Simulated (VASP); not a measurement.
# Si3N4 in VASP: single point with PBE

Aim: the single point of Si3N4 with PBE.

All numbers are computed with VASP 6.6.1; they aren't measurements. Logs are shortened: lines on timing, memory, paths and dates and some standing lists are left out, and cuts for length are marked.

## (1) The cell of the first run

The typed cell holds 14 atoms: a = 7.678 Å, b = 7.678 Å, c = 2.938 Å, α = 90.00°, β = 90.00°, γ = 120.00°.

## (2) Single point, PBE

Input file INCAR:

```
ALGO     = Normal         # electronic algorithm
EDIFF    = 1E-6           # SCF threshold, eV
ENCUT    = 520            # plane-wave cutoff, eV
GGA      = PE             # functional
ISIF     = 2              # what is computed and relaxed
ISMEAR   = -1             # smearing method
LASPH    = True           # aspherical terms in the spheres
LCHARG   = False          # write CHGCAR
LREAL    = False          # projectors in reciprocal space
LWAVE    = False          # write WAVECAR
NBANDS   = 45             # bands
NELM     = 100            # most SCF steps
PREC     = Accurate       # precision mode
SIGMA    = 0.1            # smearing width, eV
```

Input file KPOINTS:

```
k-points
0
Gamma
  4 4 9
```

Input file POSCAR:

```
Si3N4
1.0
    7.6779750000      0.0000000000      0.0000000000
   -3.8389870000      6.6493220000      0.0000000000
    0.0000000000      0.0000000000      2.9376270000
N Si
8 6
Direct
    0.3333000000      0.6667000000      0.2500000000
    0.6666000000      0.3333000000      0.7500000000
    0.3399000000      0.0357000000      0.2500000000
    0.3042000000      0.3399000000      0.7500000000
    0.9643000000      0.3042000000      0.2500000000
    0.6601000000      0.9643000000      0.7500000000
    0.6958000000      0.6601000000      0.2500000000
    0.0357000000      0.6958000000      0.7500000000
    0.1842000000      0.7704000000      0.2500000000
    0.4138000000      0.1842000000      0.7500000000
    0.2296000000      0.4138000000      0.2500000000
    0.8158000000      0.2296000000      0.7500000000
    0.5862000000      0.8158000000      0.2500000000
    0.7704000000      0.5862000000      0.7500000000
```

Potentials or basis: VASP PAW PBE potentials, release 64 (N, Si).

Started as:

```sh
> cat potpaw_PBE.64/N/POTCAR potpaw_PBE.64/Si/POTCAR > POTCAR
> mpirun -np 1 vasp_std > vasp.out
```

OUTCAR:

```text
EDIFF = 1E-6
   ENCUT = 520
   GGA = PE
   ISIF = 2
   ISMEAR = -1
   LASPH = True
   LREAL = False
   NELM = 100
   PREC = Accurate

 ion  position               nearest neighbor table
   1  0.333  0.667  0.250-   9 1.69  13 1.69  11 1.69
   2  0.667  0.333  0.750-  10 1.69  14 1.69  12 1.69
   3  0.340  0.036  0.250-  10 1.77  10 1.77   9 1.77
   4  0.304  0.340  0.750-  11 1.77  11 1.77  10 1.77
   5  0.964  0.304  0.250-  12 1.77  12 1.77  11 1.77
   6  0.660  0.964  0.750-  13 1.77  13 1.77  12 1.77
   7  0.696  0.660  0.250-  14 1.77  14 1.77  13 1.77
   8  0.036  0.696  0.750-   9 1.77   9 1.77  14 1.77
   9  0.184  0.770  0.250-   1 1.69   8 1.77   8 1.77   3 1.77  13 2.93  11 2.93  14 3.12  14 3.12
                            10 3.12  10 3.12
  10  0.414  0.184  0.750-   2 1.69   3 1.77   3 1.77   4 1.77  12 2.93  14 2.93  11 3.12  11 3.12
                             9 3.12   9 3.12
  11  0.230  0.414  0.250-   1 1.69   4 1.77   4 1.77   5 1.77   9 2.93  13 2.93  10 3.12  10 3.12
                            12 3.12  12 3.12
  12  0.816  0.230  0.750-   2 1.69   5 1.77   5 1.77   6 1.77  10 2.93  14 2.93  11 3.12  11 3.12
                            13 3.12  13 3.12
  13  0.586  0.816  0.250-   1 1.69   6 1.77   6 1.77   7 1.77   9 2.93  11 2.93  14 3.12  14 3.12
                            12 3.12  12 3.12
  14  0.770  0.586  0.750-   2 1.69   7 1.77   7 1.77   8 1.77  12 2.93  10 2.93  13 3.12  13 3.12
                             9 3.12   9 3.12

  LATTYP: Found a hexagonal cell.
 ALAT       =     7.6779750000
 C/A-ratio  =     0.3826043976

  Lattice vectors:

 A1 = (   7.6779750000,   0.0000000000,   0.0000000000)
 A2 = (  -3.8389870000,   6.6493220000,   0.0000000000)
 A3 = (   0.0000000000,   0.0000000000,   2.9376270000)

Analysis of symmetry for initial positions (statically):
=====================================================================
 Subroutine PRICEL returns:
 Original cell was already a primitive cell.

 Routine SETGRP: Setting up the symmetry group for a
 hexagonal supercell.

 Subroutine GETGRP returns: Found  2 space group operations
 (whereof  1 operations were pure point group operations)
 out of a pool of 24 trial point group operations.

The static configuration has the point symmetry C_1 .
 The point group associated with its full space group is C_1h.

Analysis of symmetry for dynamics (positions and initial velocities):
=====================================================================
 Subroutine PRICEL returns:
 Original cell was already a primitive cell.

 Routine SETGRP: Setting up the symmetry group for a
 hexagonal supercell.

 Subroutine GETGRP returns: Found  2 space group operations
 (whereof  1 operations were pure point group operations)
 out of a pool of 24 trial point group operations.

The dynamic configuration has the point symmetry C_1 .
 The point group associated with its full space group is C_1h.

 Subroutine INISYM returns: Found  2 space group operations
 (whereof  1 operations are pure point group operations),
 and found     1 'primitive' translations

----------------------------------------------------------------------------------------

                                     Primitive cell

  volume of cell :     149.9756

  direct lattice vectors                    reciprocal lattice vectors
     7.677975000  0.000000000  0.000000000     0.130242675  0.075195627  0.000000000
    -3.838987000  6.649322000  0.000000000     0.000000000  0.150391273  0.000000000
     0.000000000  0.000000000  2.937627000     0.000000000  0.000000000  0.340410815

  length of vectors
     7.677975000  7.677975270  2.937627000     0.150391278  0.150391273  0.340410815

  position of ions in fractional coordinates (direct lattice)
     0.333300000  0.666700000  0.250000000
     0.666600000  0.333300000  0.750000000
     0.339900000  0.035700000  0.250000000
     0.304200000  0.339900000  0.750000000
     0.964300000  0.304200000  0.250000000
     0.660100000  0.964300000  0.750000000
     0.695800000  0.660100000  0.250000000
     0.035700000  0.695800000  0.750000000
     0.184200000  0.770400000  0.250000000
     0.413800000  0.184200000  0.750000000
     0.229600000  0.413800000  0.250000000
     0.815800000  0.229600000  0.750000000
     0.586200000  0.815800000  0.250000000
     0.770400000  0.586200000  0.750000000

  ion indices of the primitive-cell ions
   primitive index   ion index
                 1           1
                 2           2
                 3           3
                 4           4
                 5           5
                 6           6
                 7           7
                 8           8
                 9           9
                10          10
                11          11
                12          12
                13          13
                14          14

----------------------------------------------------------------------------------------

 KPOINTS: k-points

Automatic generation of k-mesh.
 Grid dimensions read from file:
 generate k-points for:    4    4    9

 Generating k-lattice:

  Cartesian coordinates                     Fractional coordinates (reciprocal lattice)
     0.032560669  0.018798907  0.000000000     0.250000000  0.000000000  0.000000000
     0.000000000  0.037597818  0.000000000     0.000000000  0.250000000  0.000000000
     0.000000000  0.000000000  0.037823424     0.000000000  0.000000000  0.111111111

  Length of vectors
     0.037597820  0.037597818  0.037823424

  Shift w.r.t. Gamma in fractional coordinates (k-lattice)
     0.000000000  0.000000000  0.000000000

 Subroutine IBZKPT returns following result:
 ===========================================

 Found     50 irreducible k-points:

 Following reciprocal coordinates:
            Coordinates               Weight
  0.000000  0.000000  0.000000      1.000000
  0.250000  0.000000  0.000000      2.000000
  0.000000  0.250000  0.000000      2.000000
 -0.250000  0.250000  0.000000      2.000000
  0.500000  0.000000  0.000000      1.000000
  0.000000  0.500000  0.000000      1.000000
[... 16 lines left out ...]
  0.000000  0.250000  0.222222      4.000000
 -0.250000  0.250000  0.222222      4.000000
 [... further k-points ...]
   k-points           NKPTS =     50   k-points in BZ     NKDIM =     50   number of bands    NBANDS=     45
   number of dos      NEDOS =    301   number of ions     NIONS =     14
   total plane-waves  NPLWV =  86400
   dimension x,y,z NGX =    60 NGY =   60 NGZ =   24
   dimension x,y,z NGXF=   120 NGYF=  120 NGZF=   48
   ions per type =               8   6
   NGX,Y,Z   is equivalent  to a cutoff of  12.99, 12.99, 13.58 a.u.
   NGXF,Y,Z  is equivalent  to a cutoff of  25.98, 25.98, 27.16 a.u.
 SYSTEM =  unknown system
   PREC   = accura    normal or accurate (medium, high low for compatibility)
   ISTART =      0    job   : 0-new  1-cont  2-samecut
   ICHARG =      2    charge: 1-file 2-atom 10-const
   ISPIN  =      1    spin polarized calculation?
   LNONCOLLINEAR =      F non collinear calculations
   LSORBIT =      F    spin-orbit coupling
   LASPH  =      T    aspherical Exc in radial PAW
   ENCUT  =  520.0 eV  38.22 Ry    6.18 a.u.  14.28 14.28  5.46*2*pi/ulx,y,z
   NELM   =    100;   NELMIN=  2; NELMDL= -5     # of ELM steps
   EDIFF  = 0.1E-05   stopping-criterion for ELM
   LREAL  =      F    real-space projection
   EDIFFG = 0.1E-04   stopping-criterion for IOM
   NSW    =      0    number of steps for IOM
   IBRION =     -1    ionic relax: 0-MD 1-quasi-New 2-CG
   NFREE  =      0    steps in history (QN), initial steepest desc. (CG)
   ISIF   =      2    stress and relaxation
   ISYM   =      2    0-nonsym 1-usesym 2-fastsym
   POTIM  = 0.5000    time-step for ionic-motion
   TEBEG  =    0.0;   TEEND  =   0.0 temperature during run
   PSTRESS=    0.0 pullay stress
   NELECT =      64.0000    total number of electrons
   NUPDOWN=      -1.0000    fix difference up-down
   EMIN   =  10.00;   EMAX   =-10.00  energy-range for DOS
   EFERMI =   0.00;   METHOD = LEGACY
   ISMEAR =    -1;   SIGMA  =   0.10  broadening in eV -4-tet -1-fermi 0-gaus
   EFERMI_NEDOS =   21; number of points for ismear=-14 and -15
   IALGO  =     38    algorithm
   IMIX   =      4    mixing-type and parameters
     AMIX     =   0.40;   BMIX     =  1.00
     AMIX_MAG =   1.60;   BMIX_MAG =  1.00
  volume/ion in A,a.u.               =      10.71        72.29
  Fermi-wavevector in a.u.,A,eV,Ry     =   1.232522  2.329128 20.668744  1.519110
  Thomas-Fermi vector in A             =   2.367288
   LORBIT       =      0    0 simple, 1 ext, 2 COOP (PROOUT), +10 PAW based schemes
   GGA     = PE    functional components
[... 5 lines left out ...]
 non-spin polarized calculation
  energy-cutoff  :      520.00
  volume of cell :      149.98
 maximum number of plane-waves:      4070
 NGX is ok and might be reduce to    60
   NGX = 29   NGY = 29   NGZ = 11

 number of electron      63.9999997 magnetization

 Free energy of the ion-electron system (eV)
  ---------------------------------------------------
  ext. energy  EPLUGINS =         0.00000000
  ---------------------------------------------------
  free energy    TOTEN  =      -114.11484515 eV

  energy without entropy =     -114.11484515  energy(sigma->0) =     -114.11484515

 E-fermi :   8.5915     XC(G=0): -10.6590

 val. band max:        6.5187271994   @ k =   0.0000   0.0000   0.2222
 cond. band min:      10.7510423855   @ k =   0.0000   0.0000   0.0000
 fundamental gap:      4.2323151861
 Fermi energy:         8.5914605585

 k-point     1 :       0.0000    0.0000    0.0000
  band No.  band energies     occupation
      1     -11.6698      2.00000
      2     -10.2207      2.00000
      3      -9.8703      2.00000
      4      -9.8699      2.00000
      5      -9.2655      2.00000
      6      -9.2651      2.00000
[... 1117 lines left out ...]
     43      14.3678      0.00000
     44      14.4449      0.00000

 [... further k-points ...]

 [bands above 44 left out]

------------------------ aborting loop because EDIFF is reached ----------------------------------------

  FORCE on cell =-STRESS in cart. coord.  units (eV):
  Direction    XX          YY          ZZ          XY          YZ          ZX
  --------------------------------------------------------------------------------------
  -------------------------------------------------------------------------------------
  Total        1.5973058      1.5759263     -5.2613160      0.0043136      0.0000000      0.0000000
  in kB       17.0638857     16.8354903    -56.2062043      0.0460816      0.0000000      0.0000000
  external PRESSURE =      -7.4356094 kB  Pullay stress =       0.0000000 kB

 VOLUME and BASIS-vectors are now :
 -----------------------------------------------------------------------------
  energy-cutoff  :      520.00
  volume of cell :      149.98
      direct lattice vectors                 reciprocal lattice vectors
     7.677975000  0.000000000  0.000000000     0.130242675  0.075195627  0.000000000
    -3.838987000  6.649322000  0.000000000     0.000000000  0.150391273  0.000000000
     0.000000000  0.000000000  2.937627000     0.000000000  0.000000000  0.340410815

 POSITION                                       TOTAL-FORCE (eV/Angst)
 -----------------------------------------------------------------------------------
     -0.00038      4.43310      0.73441         0.017363     -0.010302      0.000000
      3.83860      2.21622      2.20322         0.017340      0.010308      0.000000
      2.47269      0.23738      0.73441        -0.348256      0.000065      0.000000
      1.03077      2.26010      2.20322        -0.176096     -0.298228      0.000000
      6.23605      2.02272      0.73441         0.171318     -0.300863      0.000000
      1.36630      6.41194      2.20322         0.347679     -0.000866      0.000000
      2.80822      4.38922      0.73441         0.172539      0.300409      0.000000
     -2.39706      4.62660      2.20322        -0.175962      0.298940      0.000000
     -1.54327      5.12264      0.73441        -2.022823      0.715060      0.000000
      2.47000      1.22481      2.20322        -1.629143     -1.396194      0.000000
      0.17429      2.75149      0.73441         0.391215     -2.093524      0.000000
      5.38226      1.52668      2.20322         2.008221     -0.708932      0.000000
      1.36898      5.42452      0.73441         1.618325      1.388247      0.000000
      3.66470      3.89783      2.20322        -0.391719      2.095881      0.000000
 -----------------------------------------------------------------------------------
    total drift:                               -0.000005      0.000034     -0.000000

  FREE ENERGIE OF THE ION-ELECTRON SYSTEM (eV)
  ---------------------------------------------------
  free  energy   TOTEN  =      -114.1148451459 eV

  energy  without entropy=     -114.1148451455  energy(sigma->0) =     -114.11484515
```

Run time: 7.4 min. Hardware: 1 thread of AMD EPYC 7R43 (Zen 3), shared host; peak memory 0.37 GiB.

What came out:

```yaml
Free_energy: -114.1148 eV
Pressure: -0.7 GPa
Largest_force: 2.146 eV/Å
Band_gap_on_the_k_mesh: 4.23 eV, indirect (least direct gap 4.48 eV)
```

Forces in eV/Å, atoms in the order of the input:
```
N    0.017 -0.010  0.000
N    0.017  0.010  0.000
N   -0.348  0.000  0.000
N   -0.176 -0.298  0.000
N    0.171 -0.301  0.000
N    0.348 -0.001  0.000
N    0.173  0.300  0.000
N   -0.176  0.299  0.000
Si  -2.023  0.715  0.000
Si  -1.629 -1.396  0.000
Si   0.391 -2.094  0.000
Si   2.008 -0.709  0.000
Si   1.618  1.388  0.000
Si  -0.392  2.096  0.000
```

Caveat: forces of over 1 eV/Å act on the atoms, so gaps and moduli don't describe the material at rest. A k mesh can miss the band edges.
